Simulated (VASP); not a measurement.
SnTe (CsCl type), 2 atoms in the cell. Symmetry: Pm-3m, No. 221, cubic system. Conventional cell: a = 3.809 Å, b = 3.809 Å, c = 3.809 Å, α = 90.00°, β = 90.00°, γ = 90.00°. Sn (site symmetry m-3m) has 8 Te at 3.30 Å and 6 Sn at 3.81 Å within 4.3 Å. Te (site symmetry m-3m) has 8 Sn at 3.30 Å and 6 Te at 3.81 Å within 4.3 Å.  This cell differs from its parent crystal: volume scaled by 0.94.

| Quantity | Value |
| --- | --- |
| Program | VASP 6.6.1 |
| Task | single point |
| Functional | PBE |
| Potentials or basis | VASP PAW PBE potentials, release 64 (Sn_d, Te) |
| Cutoff | 520 eV |
| k mesh | 13 × 13 × 13 |
| Occupations | fermi-dirac, width 0.05 eV |
| Spin | no spin polarisation |
| Dipole correction | no |
| Further INCAR settings | ALGO = Normal; EDIFF = 1e-06; NBANDS = 17 |

Potentials or basis: VASP PAW PBE potentials, release 64 (Sn_d, Te).

Command:

```console
$ cat potpaw_PBE.64/Sn_d/POTCAR potpaw_PBE.64/Te/POTCAR > POTCAR
$ mpirun -np 1 vasp_std > vasp.out
```

Hardware: 1 thread of AMD EPYC 7R13 Processor (Zen 3), with other jobs on the host.

Question: How long does it take, and how much memory?

Answer: Run time: 36 s on 1 thread of AMD EPYC 7R13 Processor (Zen 3), on a shared host, peak memory 0.18 GiB. Counts: scf iterations 12, k points 84.
